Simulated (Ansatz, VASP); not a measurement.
One calculation of Ge, two programs

```
CELL_PARAMETERS angstrom
0.00000 2.81931 2.81931
2.81931 0.00000 2.81931
2.81931 2.81931 0.00000
ATOMIC_POSITIONS crystal
Ge 0.50000 0.50000 0.50000
Ge 0.75000 0.75000 0.75000
```

Change from the starting cell: volume scaled by 0.99, crystal datasets.

Alike in both runs: task electric field gradients; functional PBEsol; k mesh 11 × 11 × 11; occupations fermi-dirac, width 0.05 eV; no spin polarisation.

|  | VASP | Ansatz |
| --- | --- | --- |
| version | VASP 6.6.1 | Ansatz 0.2.0 |
| potentials or method | VASP PAW PBE potentials, release 64 (Ge_d), cutoff 520 eV | all-electron PAW with datasets made for the crystal, scalar-relativistic |

|  | VASP | Ansatz | Ansatz less VASP |
| --- | --- | --- | --- |
| pressure (GPa) | 1.3 | 1.4 | +0.08 |

VASP's potentials were made for PBE, not for PBEsol. Ansatz ran all-electron here, and VASP with PAW potentials.
